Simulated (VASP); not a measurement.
# SiO2 (Fddd) in VASP: notebook

Runs on SiO2. Level: LDA. Tasks: single point.

All numbers are computed with VASP 6.6.1; they aren't measurements. Logs are shortened: lines on timing, memory, paths and dates and some standing lists are left out, and cuts for length are marked.

### Step 1. The cell of the first run

It takes space group Fddd (No. 70, orthorhombic). Conventional cell: a = 4.719 Å, b = 9.433 Å, c = 14.726 Å, α = 90.00°, β = 90.00°, γ = 90.00°. Within 2.1 Å of Si (site symmetry 2) lie 4 O at 1.60 to 1.62 Å. Within 2.1 Å of O (site symmetry -1) lie 2 Si at 1.60 Å. O (site symmetry 2) has 2 Si at 1.62 Å within 2.2 Å.

### Step 2. Single point, LDA

The input, INCAR:

```
PREC = Accurate
ENCUT = 520
EDIFF = 1E-6
ISMEAR = 0
SIGMA = 0.1
LREAL = False
LASPH = True
NELM = 80
ALGO = Normal
ISIF = 2
LWAVE = False
LCHARG = True
GGA = CA
LELF = True
LVHAR = True
NBANDS = 44
```

The input, KPOINTS:

```
regular mesh
0
Gamma
  4 4 4
```

The input, POSCAR:

```
SiO2
1.0
    0.0000000000      4.7162571100      7.3627753715
    2.3595806657      0.0000000000      7.3627753715
    2.3595806657      4.7162571100      0.0000000000
Si O
4 8
Direct
    0.5632310800      0.5632310800      0.9367689200
    0.3132310800      0.3132310800      0.6867689200
    0.6867689200      0.6867689200      0.3132310800
    0.9367689200      0.9367689200      0.5632310800
    0.6250000000      0.1250000000      0.6250000000
    0.6250000000      0.6250000000      0.1250000000
    0.6250000000      0.6250000000      0.6250000000
    0.1250000000      0.6250000000      0.6250000000
    0.1865604000      0.8134396000      0.1865604000
    0.8134396000      0.1865604000      0.8134396000
    0.4365604000      0.0634396000      0.4365604000
    0.0634396000      0.4365604000      0.0634396000
```

Potentials or basis: VASP PAW LDA potentials, release 64 (Si, O).

Run with:

```
cat potpaw_LDA.64/Si/POTCAR potpaw_LDA.64/O/POTCAR > POTCAR
mpirun -np 1 vasp_std > vasp.out
```

OUTCAR:

```text
PREC = Accurate
   ENCUT = 520
   EDIFF = 1E-6
   ISMEAR = 0
   LREAL = False
   LASPH = True
   NELM = 80
   ISIF = 2
   GGA = CA

 ion  position               nearest neighbor table
   1  0.563  0.563  0.937-   6 1.60   7 1.60   9 1.62  10 1.62   4 3.01   4 3.01
   2  0.313  0.313  0.687-   5 1.60   8 1.60  11 1.62  12 1.62   3 3.01   3 3.01
   3  0.687  0.687  0.313-   6 1.60   7 1.60  11 1.62  12 1.62   2 3.01   2 3.01
   4  0.937  0.937  0.563-   5 1.60   8 1.60   9 1.62  10 1.62   1 3.01   1 3.01
   5  0.625  0.125  0.625-   2 1.60   4 1.60
   6  0.625  0.625  0.125-   1 1.60   3 1.60
   7  0.625  0.625  0.625-   1 1.60   3 1.60
   8  0.125  0.625  0.625-   2 1.60   4 1.60
   9  0.187  0.813  0.187-   4 1.62   1 1.62
  10  0.813  0.187  0.813-   4 1.62   1 1.62
  11  0.437  0.063  0.437-   2 1.62   3 1.62
  12  0.063  0.437  0.063-   2 1.62   3 1.62

  LATTYP: Found a face centered orthorhombic cell.
 ALAT       =     4.7191613314
 B/A-ratio  =     1.9987691790
 C/A-ratio  =     3.1203745134

  Lattice vectors:

 A1 = (   0.0000000000,   4.7162571100,   7.3627753715)
 A2 = (   2.3595806657,   0.0000000000,   7.3627753715)
 A3 = (   2.3595806657,   4.7162571100,   0.0000000000)

Analysis of symmetry for initial positions (statically):
=====================================================================
 Subroutine PRICEL returns:
 Original cell was already a primitive cell.

 Routine SETGRP: Setting up the symmetry group for a
 face centered orthorhombic supercell.

 Subroutine GETGRP returns: Found  8 space group operations
 (whereof  4 operations were pure point group operations)
 out of a pool of  8 trial point group operations.

The static configuration has the point symmetry D_2 .
 The point group associated with its full space group is D_2h.

Analysis of symmetry for dynamics (positions and initial velocities):
=====================================================================
 Subroutine PRICEL returns:
 Original cell was already a primitive cell.

 Routine SETGRP: Setting up the symmetry group for a
 face centered orthorhombic supercell.

 Subroutine GETGRP returns: Found  8 space group operations
 (whereof  4 operations were pure point group operations)
 out of a pool of  8 trial point group operations.

[... 122 lines left out ...]
   POTIM  = 0.5000    time-step for ionic-motion
   TEBEG  =    0.0;   TEEND  =   0.0 temperature during run
   PSTRESS=    0.0 pullay stress
   NELECT =      64.0000    total number of electrons
   NUPDOWN=      -1.0000    fix difference up-down
   EMIN   =  10.00;   EMAX   =-10.00  energy-range for DOS
   EFERMI =   0.00;   METHOD = LEGACY
   ISMEAR =     0;   SIGMA  =   0.10  broadening in eV -4-tet -1-fermi 0-gaus
   EFERMI_NEDOS =   21; number of points for ismear=-14 and -15
   IALGO  =     38    algorithm
   IMIX   =      4    mixing-type and parameters
     AMIX     =   0.40;   BMIX     =  1.00
     AMIX_MAG =   1.60;   BMIX_MAG =  1.00
  volume/ion in A,a.u.               =      13.66        92.16
  Fermi-wavevector in a.u.,A,eV,Ry     =   1.196649  2.261339 19.483127  1.431969
  Thomas-Fermi vector in A             =   2.332584
   LORBIT       =      0    0 simple, 1 ext, 2 COOP (PROOUT), +10 PAW based schemes
   GGA     = CA    functional components
   LHFCALC =     F    Hartree Fock is set to
   AEXX    =    0.0000 exact exchange contribution
   IVDW    =     0    specifies the selected vdW correction
   LEPSILON=     F    determine dielectric tensor
   LRPA    =     F    only Hartree local field effects (RPA)
 non-spin polarized calculation
 Gauss-broadening in eV      SIGMA  =   0.10
  energy-cutoff  :      520.00
  volume of cell :      163.87
 maximum number of plane-waves:      4434
 NGX is ok and might be reduce to    70
   NGX = 33   NGY = 29   NGZ = 19

 number of electron      64.0000007 magnetization

 Free energy of the ion-electron system (eV)
  ---------------------------------------------------
  ext. energy  EPLUGINS =         0.00000000
  ---------------------------------------------------
  free energy    TOTEN  =      -103.69104242 eV

  energy without entropy =     -103.69104242  energy(sigma->0) =     -103.69104242

 E-fermi :   0.7457     XC(G=0):  -9.2998

 val. band max:        0.2299361049   @ k =   0.0000   0.0000   0.0000
 cond. band min:       5.7619054785   @ k =   0.0000   0.0000   0.0000
 fundamental gap:      5.5319693735
 Fermi energy:         0.7457065716

 k-point     1 :       0.0000    0.0000    0.0000
  band No.  band energies     occupation
      1     -18.9614      2.00000
      2     -18.0059      2.00000
      3     -17.9975      2.00000
      4     -16.8817      2.00000
      5     -16.8339      2.00000
      6     -16.7315      2.00000
[... 835 lines left out ...]
     43      11.7600      0.00000
     44      11.7600      0.00000

------------------------ aborting loop because EDIFF is reached ----------------------------------------

  FORCE on cell =-STRESS in cart. coord.  units (eV):
  Direction    XX          YY          ZZ          XY          YZ          ZX
  --------------------------------------------------------------------------------------
  -------------------------------------------------------------------------------------
  Total       -1.3024359     -1.0915087     -1.1041925      0.0000000      0.0000000      0.0000000
  in kB      -12.7339486    -10.6717084    -10.7957179      0.0000000      0.0000000      0.0000000
  external PRESSURE =     -11.4004583 kB  Pullay stress =       0.0000000 kB

 VOLUME and BASIS-vectors are now :
 -----------------------------------------------------------------------------
  energy-cutoff  :      520.00
  volume of cell :      163.87
      direct lattice vectors                 reciprocal lattice vectors
     0.000000000  4.716257110  7.362775371    -0.211902058  0.106016273  0.067909175
     2.359580666  0.000000000  7.362775371     0.211902058 -0.106016273  0.067909175
     2.359580666  4.716257110  0.000000000     0.211902058  0.106016273 -0.067909175

 POSITION                                       TOTAL-FORCE (eV/Angst)
 -----------------------------------------------------------------------------------
      3.53937      7.07439      8.29389         0.000000      0.000000     -0.037975
      2.35958      4.71626      4.61250        -0.000000      0.000000     -0.037975
      2.35958      4.71626     10.11305        -0.000000      0.000000      0.037975
      3.53937      7.07439     13.79444         0.000000      0.000000      0.037975
      1.76969      5.89532      5.52208        -0.000000      0.000000      0.000000
      1.76969      3.53719      9.20347        -0.000000      0.000000      0.000000
      2.94948      5.89532      9.20347         0.000000      0.000000     -0.000000
      2.94948      3.53719      5.52208        -0.000000      0.000000      0.000000
      2.35958      1.75973      7.36278        -0.000000      0.037326     -0.000000
      2.35958      7.67278      7.36278        -0.000000     -0.037326     -0.000000
      1.17979      4.11786      3.68139         0.000000      0.037326      0.000000
      1.17979      0.59839      3.68139         0.000000     -0.037326      0.000000
 -----------------------------------------------------------------------------------
    total drift:                               -0.000000     -0.000000     -0.000000

  FREE ENERGIE OF THE ION-ELECTRON SYSTEM (eV)
  ---------------------------------------------------
  free  energy   TOTEN  =      -103.6910424231 eV

  energy  without entropy=     -103.6910424231  energy(sigma->0) =     -103.69104242
```

OSZICAR:

```text
N       E                     dE             d eps       ncg     rms          rms(c)
DAV:   1     0.380094862102E+03    0.38009E+03   -0.32980E+04  1584   0.133E+03
DAV:   2    -0.882117176271E+02   -0.46831E+03   -0.45494E+03  1972   0.312E+02
DAV:   3    -0.116892354925E+03   -0.28681E+02   -0.28551E+02  1992   0.816E+01
DAV:   4    -0.117258613019E+03   -0.36626E+00   -0.36561E+00  1920   0.102E+01
DAV:   5    -0.117264949339E+03   -0.63363E-02   -0.63315E-02  1992   0.131E+00    0.302E+01
DAV:   6    -0.104038353922E+03    0.13227E+02   -0.50866E+01  1844   0.327E+01    0.150E+01
DAV:   7    -0.103827659226E+03    0.21069E+00   -0.14083E+00  1848   0.504E+00    0.517E+00
DAV:   8    -0.103711145991E+03    0.11651E+00   -0.72234E-02  1944   0.164E+00    0.201E+00
DAV:   9    -0.103690319420E+03    0.20827E-01   -0.28327E-02  1952   0.104E+00    0.312E-01
DAV:  10    -0.103691078463E+03   -0.75904E-03   -0.29201E-03  1896   0.265E-01    0.115E-01
DAV:  11    -0.103691037375E+03    0.41088E-04   -0.63930E-04  1864   0.133E-01    0.148E-02
DAV:  12    -0.103691042494E+03   -0.51189E-05   -0.25299E-05  1920   0.260E-02    0.104E-02
DAV:  13    -0.103691042423E+03    0.71156E-07   -0.75778E-06  1904   0.131E-02
   1 F= -.10369104E+03 E0= -.10369104E+03  d E =-.253888E-14
```

stdout:

```text
POSCAR found type information on POSCAR SiO
 POSCAR found :  2 types and      12 ions
 scaLAPACK will be used
 LDA part: xc-table for (Slater(with rela. corr.)+CA(PZ))
 , standard interpolation
 POSCAR, INCAR and KPOINTS ok, starting setup
 FFT: planning ... GRIDC
 FFT: planning ... GRID_SOFT
 FFT: planning ... GRID
 WAVECAR not read
 entering main loop
```

It took 5.1 min on 1 thread of Intel Xeon 8259CL, shared host; peak memory 0.35 GiB.

Results:

```yaml
Free_energy: -103.6910 eV
Pressure: -1.1 GPa
Largest_force: 0.038 eV/Å
Band_gap_on_the_k_mesh: 5.53 eV
```

Forces in eV/Å, atoms in the order of the input:
```
Si   0.000  0.000 -0.038
Si   0.000  0.000 -0.038
Si   0.000  0.000  0.038
Si   0.000  0.000  0.038
O    0.000  0.000  0.000
O    0.000  0.000  0.000
O    0.000  0.000  0.000
O    0.000  0.000  0.000
O    0.000  0.037  0.000
O    0.000 -0.037  0.000
O    0.000  0.037  0.000
O    0.000 -0.037  0.000
```

Levels at points of the mesh, in eV from the valence-band top:
```
           k point  band 28  band 29  band 30  band 31  band 32  band 33  band 34  band 35  band 36  band 37
(0.00, 0.00, 0.00)    -0.78    -0.65    -0.43    -0.03     0.00     5.53     8.04     8.08     8.45     8.54
(0.50, 0.00, 0.00)    -0.95    -0.62    -0.58    -0.32    -0.26     7.95     8.52     8.75     9.23     9.48
(0.50, 0.50, 0.00)    -0.80    -0.64    -0.64    -0.17    -0.17     6.68     6.68     8.52     8.52     9.00
(0.50, 0.00, 0.50)    -1.39    -0.89    -0.89    -0.26    -0.26     7.70     7.70     9.26     9.26     9.89
(0.00, 0.50, 0.50)    -1.24    -0.91    -0.91    -0.12    -0.12     8.02     8.02     8.78     8.78     9.62
```

A k mesh can miss the band edges.

### Step 3. Single point, LDA

This run uses another cell than the first one, of 13.50 Å³/atom.

The input, INCAR:

```
ALGO     = Normal         # electronic algorithm
EDIFF    = 1E-6           # SCF threshold, eV
ENCUT    = 520            # plane-wave cutoff, eV
GGA      = CA             # functional
ISIF     = 2              # what is computed and relaxed
ISMEAR   = 0              # smearing method
LASPH    = T              # aspherical terms in the spheres
LCHARG   = F              # write CHGCAR
LREAL    = F              # projectors in reciprocal space
LWAVE    = F              # write WAVECAR
NBANDS   = 44             # bands
NELM     = 100            # most SCF steps
PREC     = Accurate       # precision mode
SIGMA    = 0.02           # smearing width, eV
```

The input, KPOINTS:

```
k-points
0
Gamma
  6 6 6
```

The input, POSCAR:

```
SiO2
1.0
    0.0000000000      4.6987278129      7.3418644157
    2.3472040881      0.0000000000      7.3418644157
    2.3472040881      4.6987278129      0.0000000000
Si O
4 8
Direct
    0.5630813686      0.5630813686      0.9369186314
    0.3130813686      0.3130813686      0.6869186314
    0.6869186314      0.6869186314      0.3130813686
    0.9369186314      0.9369186314      0.5630813686
    0.6250000000      0.1250000000      0.6250000000
    0.6250000000      0.6250000000      0.1250000000
    0.6250000000      0.6250000000      0.6250000000
    0.1250000000      0.6250000000      0.6250000000
    0.1856430180      0.8143569820      0.1856430180
    0.8143569820      0.1856430180      0.8143569820
    0.4356430180      0.0643569820      0.4356430180
    0.0643569820      0.4356430180      0.0643569820
```

Potentials or basis: VASP PAW LDA potentials, release 64 (Si, O).

Run with:

```
cat potpaw_LDA.64/Si/POTCAR potpaw_LDA.64/O/POTCAR > POTCAR
mpirun -np 1 vasp_std > vasp.out
```

Run time: 15 min. Hardware: 1 thread of Intel Xeon 8259CL, shared host; peak memory 0.45 GiB.

It converged, with:

- Free energy: -103.6918 eV
- Pressure: 0.6 GPa
- Largest force: 0.037 eV/Å
- Band gap on the k mesh: 5.60 eV

Forces on the atoms (eV/Å):
```
Si   0.000  0.000  0.037
Si   0.000  0.000  0.037
Si   0.000  0.000 -0.037
Si   0.000  0.000 -0.037
O    0.000  0.000  0.000
O    0.000  0.000  0.000
O    0.000  0.000  0.000
O    0.000  0.000  0.000
O    0.000 -0.035  0.000
O    0.000  0.035  0.000
O    0.000 -0.035  0.000
O    0.000  0.035  0.000
```

Stress tensor (GPa, compression positive):
```
0.71 0.00 0.00
0.00 0.45 0.00
0.00 0.00 0.64
```

Levels at points of the mesh, in eV from the valence-band top:
| k point | band 30 | band 31 | band 32 | band 33 | band 34 | band 35 |
| --- | --- | --- | --- | --- | --- | --- |
| (0.00, 0.00, 0.00) | -0.43 | -0.02 | 0.00 | 5.60 | 8.11 | 8.12 |
| (0.50, 0.00, 0.00) | -0.57 | -0.31 | -0.25 | 8.04 | 8.60 | 8.90 |
| (0.50, 0.50, 0.00) | -0.63 | -0.15 | -0.15 | 6.75 | 6.75 | 8.58 |
| (0.50, 0.00, 0.50) | -0.90 | -0.27 | -0.27 | 7.78 | 7.78 | 9.30 |
| (0.00, 0.50, 0.50) | -0.91 | -0.12 | -0.12 | 8.11 | 8.11 | 8.85 |

A k mesh can miss the band edges.
